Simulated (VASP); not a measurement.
# KF (Carobbiite) (Fm-3m) in VASP: a series of runs

KF (Carobbiite) is run at these levels: r2SCAN; tasks: single point.

Program: VASP 6.6.1. These are calculated values, not measurements. Logs are shortened: lines on timing, memory, paths and dates and some standing lists are left out, and cuts for length are marked.

**1. The cell of the first run**

The structure is cubic, space group Fm-3m (No. 225). The conventional cell has a = 5.209 Å, b = 5.209 Å, c = 5.209 Å, α = 90.00°, β = 90.00°, γ = 90.00°. Within 3.4 Å of K (site symmetry m-3m) lie 6 F at 2.60 Å. Within 3.4 Å of F (site symmetry m-3m) lie 6 K at 2.60 Å.

**2. Single point, r2SCAN (volume changed by -6%)**

Input file POSCAR:

```
KF
1.0
    0.0000000000      2.6046770225      2.6046770225
    2.6046770225      0.0000000000      2.6046770225
    2.6046770225      2.6046770225      0.0000000000
K F
1 1
Direct
    0.0000000000      0.0000000000      0.0000000000
    0.5000000000      0.5000000000      0.5000000000
```

Input file INCAR.step1:

```
PREC = Accurate
ENCUT = 520
ISMEAR = 0
SIGMA = 0.01
LREAL = F
LASPH = T
NELM = 100
NBANDS = 15
GGA = PE
ALGO = Normal
EDIFF = 1E-4
LWAVE = T
LCHARG = F
```

Input file INCAR.step2:

```
PREC = Accurate
ENCUT = 520
EDIFF = 1E-6
ISMEAR = 0
SIGMA = 0.01
LREAL = F
LASPH = T
NELM = 100
ALGO = Normal
ISIF = 2
LWAVE = F
LCHARG = F
METAGGA = R2SCAN
LMIXTAU = T
NBANDS = 15
ISTART = 1
```

Input file KPOINTS:

```
regular mesh
0
Gamma
  8 8 8
```

Potentials or basis: VASP PAW PBE potentials, release 64 (K_sv, F).

Started as:

```
cat potpaw_PBE.64/K_sv/POTCAR potpaw_PBE.64/F/POTCAR > POTCAR
cp INCAR.step1 INCAR
mpirun -np 1 vasp_std > vasp.out
cp INCAR.step2 INCAR
mpirun -np 1 vasp_std > vasp.out
```

OUTCAR:

```text
PREC = Accurate
   ENCUT = 520
   EDIFF = 1E-6
   ISMEAR = 0
   LREAL = F
   LASPH = T
   NELM = 100
   ISIF = 2
   METAGGA = R2SCAN
   ISTART = 1

 ion  position               nearest neighbor table
   1  0.000  0.000  0.000-   2 2.60   2 2.60   2 2.60   2 2.60   2 2.60   2 2.60
   2  0.500  0.500  0.500-   1 2.60   1 2.60   1 2.60   1 2.60   1 2.60   1 2.60

  LATTYP: Found a face centered cubic cell.
 ALAT       =     5.2093540450

  Lattice vectors:

 A1 = (   0.0000000000,   2.6046770225,   2.6046770225)
 A2 = (   2.6046770225,   0.0000000000,   2.6046770225)
 A3 = (   2.6046770225,   2.6046770225,   0.0000000000)

Analysis of symmetry for initial positions (statically):
=====================================================================
 Subroutine PRICEL returns:
 Original cell was already a primitive cell.

 Routine SETGRP: Setting up the symmetry group for a
 face centered cubic supercell.

 Subroutine GETGRP returns: Found 48 space group operations
 (whereof 48 operations were pure point group operations)
 out of a pool of 48 trial point group operations.

The static configuration has the point symmetry O_h .

Analysis of symmetry for dynamics (positions and initial velocities):
=====================================================================
 Subroutine PRICEL returns:
 Original cell was already a primitive cell.

 Routine SETGRP: Setting up the symmetry group for a
 face centered cubic supercell.

 Subroutine GETGRP returns: Found 48 space group operations
 (whereof 48 operations were pure point group operations)
 out of a pool of 48 trial point group operations.

The dynamic configuration has the point symmetry O_h .

 Subroutine INISYM returns: Found 48 space group operations
 (whereof 48 operations are pure point group operations),
 and found     1 'primitive' translations

----------------------------------------------------------------------------------------

                                     Primitive cell

  volume of cell :      35.3420

  direct lattice vectors                    reciprocal lattice vectors
     0.000000000  2.604677023  2.604677023    -0.191962380  0.191962380  0.191962380
     2.604677023  0.000000000  2.604677023     0.191962380 -0.191962380  0.191962380
     2.604677023  2.604677023  0.000000000     0.191962380  0.191962380 -0.191962380

  length of vectors
     3.683569571  3.683569571  3.683569571     0.332488595  0.332488595  0.332488595

  position of ions in fractional coordinates (direct lattice)
     0.000000000  0.000000000  0.000000000
     0.500000000  0.500000000  0.500000000

  ion indices of the primitive-cell ions
   primitive index   ion index
                 1           1
                 2           2

----------------------------------------------------------------------------------------

 KPOINTS: regular mesh

Automatic generation of k-mesh.
 Grid dimensions read from file:
 generate k-points for:    8    8    8

 Generating k-lattice:

  Cartesian coordinates                     Fractional coordinates (reciprocal lattice)
    -0.023995297  0.023995297  0.023995297     0.125000000  0.000000000  0.000000000
     0.023995297 -0.023995297  0.023995297     0.000000000  0.125000000  0.000000000
     0.023995297  0.023995297 -0.023995297     0.000000000  0.000000000  0.125000000

  Length of vectors
     0.041561074  0.041561074  0.041561074

  Shift w.r.t. Gamma in fractional coordinates (k-lattice)
     0.000000000  0.000000000  0.000000000

 Subroutine IBZKPT returns following result:
 ===========================================

 Found     29 irreducible k-points:

 Following reciprocal coordinates:
            Coordinates               Weight
  0.000000  0.000000  0.000000      1.000000
  0.125000  0.000000  0.000000      8.000000
  0.250000  0.000000  0.000000      8.000000
  0.375000  0.000000  0.000000      8.000000
  0.500000  0.000000  0.000000      4.000000
  0.125000  0.125000  0.000000      6.000000
[... 16 lines left out ...]
  0.500000  0.250000  0.125000     48.000000
 -0.375000  0.250000  0.125000     24.000000
 [... further k-points ...]
   k-points           NKPTS =     29   k-points in BZ     NKDIM =     29   number of bands    NBANDS=     15
   number of dos      NEDOS =    301   number of ions     NIONS =      2
   total plane-waves  NPLWV =  21952
   dimension x,y,z NGX =    28 NGY =   28 NGZ =   28
   dimension x,y,z NGXF=    56 NGYF=   56 NGZF=   56
   ions per type =               1   1
   NGX,Y,Z   is equivalent  to a cutoff of  12.64, 12.64, 12.64 a.u.
   NGXF,Y,Z  is equivalent  to a cutoff of  25.27, 25.27, 25.27 a.u.
 SYSTEM =  unknown system
   PREC   = accura    normal or accurate (medium, high low for compatibility)
   ISTART =      1    job   : 0-new  1-cont  2-samecut
   ICHARG =      0    charge: 1-file 2-atom 10-const
   ISPIN  =      1    spin polarized calculation?
   LNONCOLLINEAR =      F non collinear calculations
   LSORBIT =      F    spin-orbit coupling
   LASPH  =      T    aspherical Exc in radial PAW
   ENCUT  =  520.0 eV  38.22 Ry    6.18 a.u.   6.85  6.85  6.85*2*pi/ulx,y,z
   NELM   =    100;   NELMIN=  2; NELMDL=  0     # of ELM steps
   EDIFF  = 0.1E-05   stopping-criterion for ELM
   LREAL  =      F    real-space projection
   EDIFFG = 0.1E-04   stopping-criterion for IOM
   NSW    =      0    number of steps for IOM
   IBRION =     -1    ionic relax: 0-MD 1-quasi-New 2-CG
   NFREE  =      0    steps in history (QN), initial steepest desc. (CG)
   ISIF   =      2    stress and relaxation
   ISYM   =      2    0-nonsym 1-usesym 2-fastsym
   POTIM  = 0.5000    time-step for ionic-motion
   TEBEG  =    0.0;   TEEND  =   0.0 temperature during run
   PSTRESS=    0.0 pullay stress
   NELECT =      16.0000    total number of electrons
   NUPDOWN=      -1.0000    fix difference up-down
   EMIN   =  10.00;   EMAX   =-10.00  energy-range for DOS
   EFERMI =   0.00;   METHOD = LEGACY
   ISMEAR =     0;   SIGMA  =   0.01  broadening in eV -4-tet -1-fermi 0-gaus
   EFERMI_NEDOS =   21; number of points for ismear=-14 and -15
   IALGO  =     38    algorithm
   IMIX   =      4    mixing-type and parameters
     AMIX     =   0.40;   BMIX     =  1.00
     AMIX_MAG =   1.60;   BMIX_MAG =  1.00
  volume/ion in A,a.u.               =      17.67       119.25
  Fermi-wavevector in a.u.,A,eV,Ry     =   1.257045  2.375471 21.499423  1.580163
  Thomas-Fermi vector in A             =   2.390724
   LORBIT       =      0    0 simple, 1 ext, 2 COOP (PROOUT), +10 PAW based schemes
   METAGGA = R2SCAN    functional components
   LHFCALC =     F    Hartree Fock is set to
   AEXX    =    0.0000 exact exchange contribution
   IVDW    =     0    specifies the selected vdW correction
   LEPSILON=     F    determine dielectric tensor
   LRPA    =     F    only Hartree local field effects (RPA)
 non-spin polarized calculation
 Gauss-broadening in eV      SIGMA  =   0.01
  energy-cutoff  :      520.00
  volume of cell :       35.34
 maximum number of plane-waves:       961
   NGX = 13   NGY = 13   NGZ = 13

 number of electron      16.0000007 magnetization

 Free energy of the ion-electron system (eV)
  ---------------------------------------------------
  ext. energy  EPLUGINS =         0.00000000
  ---------------------------------------------------
  free energy    TOTEN  =       -14.95289031 eV

  energy without entropy =      -14.95289031  energy(sigma->0) =      -14.95289031

 E-fermi :  -3.0889     XC(G=0):  -9.2885

 val. band max:       -3.1381334380   @ k =   0.0000   0.0000   0.0000
 cond. band min:       4.1196080521   @ k =   0.0000   0.0000   0.0000
 fundamental gap:      7.2577414901
 Fermi energy:        -3.0889455349

 k-point     1 :       0.0000    0.0000    0.0000
  band No.  band energies     occupation
      1     -30.0580      2.00000
      2     -22.9663      2.00000
      3     -12.4790      2.00000
      4     -12.4790      2.00000
      5     -12.4790      2.00000
      6      -3.1381      2.00000
      7      -3.1381      2.00000
      8      -3.1381      2.00000
      9       4.1196      0.00000
     10       8.5178      0.00000
     11       8.5178      0.00000
     12       8.5178      0.00000
     13      10.4895      0.00000
     14      10.4895      0.00000
     15      14.5768      0.00000

 k-point     2 :       0.1250    0.0000    0.0000
  band No.  band energies     occupation
      1     -30.0383      2.00000
      2     -22.9853      2.00000
      3     -12.5264      2.00000
      4     -12.4847      2.00000
      5     -12.4847      2.00000
      6      -3.2864      2.00000
      7      -3.1997      2.00000
      8      -3.1996      2.00000
      9       4.5813      0.00000
     10       8.2165      0.00000
     11       8.7523      0.00000
     12       8.7524      0.00000
     13      10.6602      0.00000
     14      10.6602      0.00000
     15      15.4552      0.00000

 k-point     3 :       0.2500    0.0000    0.0000
  band No.  band energies     occupation
      1     -29.9903      2.00000
      2     -23.0324      2.00000
      3     -12.6402      2.00000
      4     -12.4986      2.00000
      5     -12.4986      2.00000
      6      -3.6045      2.00000
      7      -3.3447      2.00000
      8      -3.3447      2.00000
      9       5.7093      0.00000
     10       7.8471      0.00000
     11       9.3432      0.00000
     12       9.3432      0.00000
     13      11.1726      0.00000
     14      11.1726      0.00000
     15      16.8880      0.00000
[... 343 lines left out ...]
 k-point    23 :       0.5000    0.2500    0.1250
  band No.  band energies     occupation
      1     -29.9207      2.00000
      2     -23.0637      2.00000
      3     -12.8132      2.00000
      4     -12.7272      2.00000
      5     -12.5533      2.00000
      6      -3.7348      2.00000
      7      -3.4763      2.00000
      8      -3.2916      2.00000
      9       7.0415      0.00000
     10       7.5231      0.00000
     11       9.9048      0.00000
     12      10.6608      0.00000
     13      11.8093      0.00000
     14      12.8417      0.00000
     15      15.0717      0.00000

 k-point    24 :      -0.3750    0.2500    0.1250
  band No.  band energies     occupation
      1     -29.9052      2.00000
      2     -23.0728      2.00000
      3     -12.8682      2.00000
      4     -12.7484      2.00000
      5     -12.5613      2.00000
      6      -3.7427      2.00000
      7      -3.4422      2.00000
      8      -3.4034      2.00000
      9       7.1731      0.00000
     10       7.9475      0.00000
     11       9.9080      0.00000
     12      10.8640      0.00000
     13      12.3187      0.00000
     14      13.4644      0.00000
     15      14.0765      0.00000

 [... further k-points ...]

------------------------ aborting loop because EDIFF is reached ----------------------------------------

  FORCE on cell =-STRESS in cart. coord.  units (eV):
  Direction    XX          YY          ZZ          XY          YZ          ZX
  --------------------------------------------------------------------------------------
  -------------------------------------------------------------------------------------
  Total        0.5660717      0.5660717      0.5660717     -0.0000000     -0.0000000     -0.0000000
  in kB       25.6619956     25.6619956     25.6619956     -0.0000000     -0.0000000     -0.0000000
  external PRESSURE =      25.6619956 kB  Pullay stress =       0.0000000 kB

 VOLUME and BASIS-vectors are now :
 -----------------------------------------------------------------------------
  energy-cutoff  :      520.00
  volume of cell :       35.34
      direct lattice vectors                 reciprocal lattice vectors
     0.000000000  2.604677023  2.604677023    -0.191962380  0.191962380  0.191962380
     2.604677023  0.000000000  2.604677023     0.191962380 -0.191962380  0.191962380
     2.604677023  2.604677023  0.000000000     0.191962380  0.191962380 -0.191962380

 POSITION                                       TOTAL-FORCE (eV/Angst)
 -----------------------------------------------------------------------------------
      0.00000      0.00000      0.00000        -0.000000     -0.000000     -0.000000
      2.60468      2.60468      2.60468         0.000000      0.000000      0.000000
 -----------------------------------------------------------------------------------
    total drift:                                0.000000      0.000000      0.000000

  FREE ENERGIE OF THE ION-ELECTRON SYSTEM (eV)
  ---------------------------------------------------
  free  energy   TOTEN  =       -14.9528903145 eV

  energy  without entropy=      -14.9528903145  energy(sigma->0) =      -14.95289031
```

Wall time 40 s (1 thread of AMD EPYC 9R45 (Zen 5), shared host); peak memory 0.14 GiB.

Results:

| Item | Value |
| --- | --- |
| Free energy | -14.9529 eV |
| Pressure | 2.6 GPa |
| Band gap on the k mesh | 7.26 eV, direct |

Caveat: the PAW data sets were made with another functional, which shifts forces and pressure a little. A k mesh can miss the band edges.

[end of part 1 of 3]
